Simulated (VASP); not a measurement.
Wanted: the native input for a VASP 6.6.1 run.

| Quantity | Value |
| --- | --- |
| Task | single point |
| Functional | PBEsol |
| Potentials or basis | VASP PAW PBE potentials, release 64 (In_d, Sb) |
| Cutoff | 520 eV |
| k mesh | 8 × 8 × 8 |
| Occupations | gaussian, width 0.15 eV |
| Spin | no spin polarisation |
| Dipole correction | no |
| Further INCAR settings | ALGO = Normal; EDIFF = 1e-06; NBANDS = 22 |

The structure of InSb3 lies in POSCAR:

```
InSb3
1.0
    4.6338930603     -0.0550865859     -0.0550865859
   -0.0550865859      4.6338930603     -0.0550865859
   -0.0550865859     -0.0550865859      4.6338930603
In Sb
1 3
Direct
    0.0000000000      0.0000000000      0.0000000000
    0.5000000000      0.0000000000      0.5000000000
    0.0000000000      0.5000000000      0.5000000000
    0.5000000000      0.5000000000      0.0000000000
```

The input as run:

INCAR

```
SYSTEM = InSb3
PREC = Accurate ; ENCUT = 520
EDIFF = 1E-6 ; ISMEAR = 0
SIGMA = 0.15 ; LREAL = .False.
LASPH = .True. ; NELM = 60
ALGO = Normal ; ISIF = 2
LWAVE = .False. ; LCHARG = .True.
GGA = PS ; LELF = .True.
LVHAR = .True. ; NBANDS = 22
```

KPOINTS

```
regular mesh
0
Gamma
  8 8 8
  0 0 0
```

Potentials or basis: VASP PAW PBE potentials, release 64 (In_d, Sb).

Run with:

```console
$ cat potpaw_PBE.64/In_d/POTCAR potpaw_PBE.64/Sb/POTCAR > POTCAR
$ mpirun -np 1 vasp_std > vasp.out
```

Results of the run:

- Pressure: 4.3 GPa
- Band gap on the k mesh: zero (bands 14 and 15 overlap by 5.02 eV)

Caveat: the cell stands under pressure; the PAW data sets were made with another functional, which shifts forces and pressure a little; spin-orbit coupling is left out, which moves the levels of the heavy elements.

Run time: 110 s on 1 thread of Intel Xeon 8259CL, on a shared host, peak memory 0.29 GiB.
